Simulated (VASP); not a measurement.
# TiC (Fm-3m) in VASP: notebook, part 2 of 2

VASP 6.6.1. The steps go on from the part before.

## (5) Single point, r2SCAN

POSCAR

```
TiC
1.0
    0.0000000000      2.1657188437      2.1657188437
    2.1657188437      0.0000000000      2.1657188437
    2.1657188437      2.1657188437      0.0000000000
Ti C
1 1
Direct
    0.0000000000      0.0000000000      0.0000000000
    0.5000000000      0.5000000000      0.5000000000
```

INCAR.step1

```
SYSTEM = TiC
PREC = Accurate
ENCUT = 520
ISMEAR = -1
SIGMA = 0.05
LREAL = .False.
LASPH = .True.
NELM = 100
NBANDS = 15
GGA = PE
ALGO = Normal
EDIFF = 1E-4
LWAVE = .True.
LCHARG = .False.
```

INCAR.step2

```
SYSTEM = TiC
PREC = Accurate
ENCUT = 520
EDIFF = 1E-6
ISMEAR = -1
SIGMA = 0.05
LREAL = .False.
LASPH = .True.
NELM = 100
ALGO = Normal
ISIF = 2
LWAVE = .False.
LCHARG = .False.
METAGGA = R2SCAN
LMIXTAU = .True.
NBANDS = 15
ISTART = 1
```

KPOINTS

```
regular mesh
0
Gamma
  6 6 6
  0 0 0
```

Potentials or basis: VASP PAW PBE potentials, release 64 (Ti_sv, C).

Launch:

```bash
$ cat potpaw_PBE.64/Ti_sv/POTCAR potpaw_PBE.64/C/POTCAR > POTCAR
$ cp INCAR.step1 INCAR
$ mpirun -np 1 vasp_std > vasp.out
$ cp INCAR.step2 INCAR
$ mpirun -np 1 vasp_std > vasp.out
```

OUTCAR:

```text
SYSTEM = TiC
   PREC = Accurate
   ENCUT = 520
   EDIFF = 1E-6
   ISMEAR = -1
   LREAL = .False.
   LASPH = .True.
   NELM = 100
   ISIF = 2
   METAGGA = R2SCAN
   ISTART = 1

 ion  position               nearest neighbor table
   1  0.000  0.000  0.000-   2 2.17   2 2.17   2 2.17   2 2.17   2 2.17   2 2.17
   2  0.500  0.500  0.500-   1 2.17   1 2.17   1 2.17   1 2.17   1 2.17   1 2.17

  LATTYP: Found a face centered cubic cell.
 ALAT       =     4.3314376874

[... 463 lines left out ...]
     15      24.1763      0.00000

------------------------ aborting loop because EDIFF is reached ----------------------------------------

  FORCE on cell =-STRESS in cart. coord.  units (eV):
  Direction    XX          YY          ZZ          XY          YZ          ZX
  --------------------------------------------------------------------------------------
  -------------------------------------------------------------------------------------
  Total        0.0506418      0.0506418      0.0506418      0.0000000      0.0000000      0.0000000
  in kB        3.9937714      3.9937714      3.9937714      0.0000000      0.0000000      0.0000000
  external PRESSURE =       3.9937714 kB  Pullay stress =       0.0000000 kB

 VOLUME and BASIS-vectors are now :
 -----------------------------------------------------------------------------
  energy-cutoff  :      520.00
  volume of cell :       20.32
      direct lattice vectors                 reciprocal lattice vectors
     0.000000000  2.165718844  2.165718844    -0.230870227  0.230870227  0.230870227
     2.165718844  0.000000000  2.165718844     0.230870227 -0.230870227  0.230870227
     2.165718844  2.165718844  0.000000000     0.230870227  0.230870227 -0.230870227

 POSITION                                       TOTAL-FORCE (eV/Angst)
 -----------------------------------------------------------------------------------
      0.00000      0.00000      0.00000        -0.000000     -0.000000     -0.000000
      2.16572      2.16572      2.16572         0.000000      0.000000      0.000000
 -----------------------------------------------------------------------------------
    total drift:                                0.000000     -0.000000     -0.000000

  FREE ENERGIE OF THE ION-ELECTRON SYSTEM (eV)
  ---------------------------------------------------
  free  energy   TOTEN  =       -24.8593787905 eV

  energy  without entropy=      -24.8542921676  energy(sigma->0) =      -24.85683548
```

OUTCAR.step1:

```text
SYSTEM = TiC
   PREC = Accurate
   ENCUT = 520
   ISMEAR = -1
   LREAL = .False.
   LASPH = .True.
[... 497 lines left out ...]
      0.00000      0.00000      0.00000        -0.000000     -0.000000      0.000000
      2.16572      2.16572      2.16572         0.000000      0.000000     -0.000000
 -----------------------------------------------------------------------------------
    total drift:                                0.000000     -0.000000     -0.000000

  FREE ENERGIE OF THE ION-ELECTRON SYSTEM (eV)
  ---------------------------------------------------
  free  energy   TOTEN  =       -18.6988925662 eV

  energy  without entropy=      -18.6943194881  energy(sigma->0) =      -18.69660603
```

Run time: 30 s. Hardware: 1 thread of AMD EPYC 7R43 (Zen 3), shared host; peak memory 0.11 GiB.

Results:

```
Free energy            : -24.8594 eV
Pressure               : 0.4 GPa
Band gap on the k mesh : zero (bands 8 and 9 overlap by 1.28 eV)
```

Caveat: the k points lie up to 0.42 Å⁻¹ apart, too coarse for converged energies and pressures of a metal; the PAW data sets were made with another functional, which shifts forces and pressure a little.

## (6) Single point, HSE06

POSCAR is that of step 5.

INCAR.step1

```
SYSTEM = TiC
PREC = Accurate
ENCUT = 520
EDIFF = 1E-5
ISMEAR = -1
SIGMA = 0.05
LREAL = .False.
LASPH = .True.
NELM = 100
ALGO = Normal
ISIF = 2
LWAVE = .True.
LCHARG = .False.
GGA = PE
NBANDS = 15
```

Changes to INCAR.step2 since step 5:

```diff
@@ -13,5 +13,7 @@
 LCHARG = .False.
-METAGGA = R2SCAN
-LMIXTAU = .True.
+GGA = PE
+LHFCALC = .True.
+HFSCREEN = 0.2079
+PRECFOCK = Normal
+ISTART = 1
 NBANDS = 15
-ISTART = 1
```

KPOINTS is that of step 5.

Potentials or basis: VASP PAW PBE potentials, release 64 (Ti_sv, C).

Launch:

```bash
$ cat potpaw_PBE.64/Ti_sv/POTCAR potpaw_PBE.64/C/POTCAR > POTCAR
$ cp INCAR.step1 INCAR
$ mpirun -np 1 vasp_std > vasp.out
$ cp INCAR.step2 INCAR
$ mpirun -np 1 vasp_std > vasp.out
```

Run time: 25 min. Hardware: 1 thread of AMD EPYC 7R43 (Zen 3), shared host; peak memory 0.22 GiB.

Results (log left out):

```yaml
Free_energy: -22.0206 eV
Pressure: -4.7 GPa
Band_gap_on_the_k_mesh: zero (bands 8 and 9 overlap by 1.81 eV)
```

Levels at points of the mesh, in eV from the Fermi level:
```tsv
k point	band 5	band 6	band 7	band 8	band 9	band 10	band 11	band 12
(0.00, 0.00, 0.00)	-14.10	1.46	1.46	1.46	2.03	2.03	2.03	2.19
(0.50, 0.00, 0.00)	-10.22	-6.70	-3.37	-3.37	4.09	4.09	5.37	8.99
(0.50, 0.50, 0.00)	-11.54	-4.12	-1.37	-0.09	-0.09	3.36	4.77	4.77
```

Caveat: the k points lie up to 0.42 Å⁻¹ apart, too coarse for converged energies and pressures of a metal; the PAW data sets were made with another functional, which shifts forces and pressure a little.

## (7) The runs side by side

```tsv
level	grid for exact exchange (PRECFOCK)	share of exact exchange	screening parameter	gap on the mesh (eV)	pressure (GPa)
RPBE	-	-	-	none	5.1
revPBE	-	-	-	none	3.9
BLYP	-	-	-	none	8.8
r2SCAN	-	-	-	none	0.4
HSE06	Normal	0.25	0.2079 1/Å	none	-4.7
```

Alike in all rows: task single point; potentials or basis VASP PAW PBE potentials, release 64 (Ti_sv, C); no spin polarisation; cell as given; k mesh 6 × 6 × 6; cutoff (eV) 520; smearing fermi-dirac 0.05 eV.

Caveats: all runs use coarse meshes; the PAW data sets were made with another functional, which shifts forces and pressure a little.

Total energies depend on the potentials used, so only differences within one code and one set of settings carry meaning.
